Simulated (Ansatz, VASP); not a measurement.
This is a calculation of ZnSe for Ansatz 0.2.0.

File input.yaml:

```yaml
crystal:
  lattice:
    - [0.0, 2.8525674344, 2.8525674344]
    - [2.8525674344, 0.0, 2.8525674344]
    - [2.8525674344, 2.8525674344, 0.0]
  atoms:
    - { symbol: Se, position: [0.75, 0.75, 0.75] }
    - { symbol: Zn, position: [0.0, 0.0, 0.0] }
kpoints:
  mp_grid: { grid: [8, 8, 8] }
scf:
  occupations: { method: fermi_dirac, width: 0.05 }
hamiltonian:
  xc: pbesol
  pseudopotentials: { kind: all_electron, lapw: { basis_error: 0.0005 } }
output:
  forces: true
  stress: true
  eigenvalues: true
```

Potentials or basis: all-electron LAPW, scalar-relativistic.

Command:

```sh
$ ansatz run input.yaml --threads 1 --pin off --max-ram 3072MiB --backend cpu --events-out ev --progress --plain --runs-dir out
```

Question: Translate it to VASP 6.6.1. Potentials there: VASP PAW PBE potentials, release 64 (Se, Zn).

Answer: As run (the cutoff follows the program's own potentials):

INCAR

```
ALGO     = Normal         # electronic algorithm
EDIFF    = 1E-7           # SCF threshold, eV
ENCUT    = 520            # plane-wave cutoff, eV
GGA      = PS             # functional
ISIF     = 2              # what is computed and relaxed
ISMEAR   = -1             # smearing method
LASPH    = True           # aspherical terms in the spheres
LCHARG   = False          # write CHGCAR
LREAL    = False          # projectors in reciprocal space
LWAVE    = False          # write WAVECAR
NBANDS   = 16             # bands
NELM     = 80             # most SCF steps
PREC     = Accurate       # precision mode
SIGMA    = 0.05           # smearing width, eV
```

The input KPOINTS:

```
k-points
0
Gamma
  8 8 8
```

The input POSCAR:

```
ZnSe
1.0
    0.0000000000      2.8525674344      2.8525674344
    2.8525674344      0.0000000000      2.8525674344
    2.8525674344      2.8525674344      0.0000000000
Se Zn
1 1
Direct
    0.7500000000      0.7500000000      0.7500000000
    0.0000000000      0.0000000000      0.0000000000
```

Potentials or basis: VASP PAW PBE potentials, release 64 (Se, Zn).

Launch:

```sh
$ cat potpaw_PBE.64/Se/POTCAR potpaw_PBE.64/Zn/POTCAR > POTCAR
$ mpirun -np 1 vasp_std > vasp.out
```

Both were run:

|  | VASP | Ansatz | Ansatz less VASP |
| --- | --- | --- | --- |
| gap on the k mesh at the Fermi level (eV) | 1.09 | 1.09 | 0.000 |
| least direct gap on the mesh (eV) | 1.09 | 1.09 | 0.000 |
| pressure (GPa) | -2.0 | -2.3 | -0.22 |

VASP's potentials were made for PBE, not for PBEsol. Ansatz ran all-electron here, and VASP with PAW potentials.
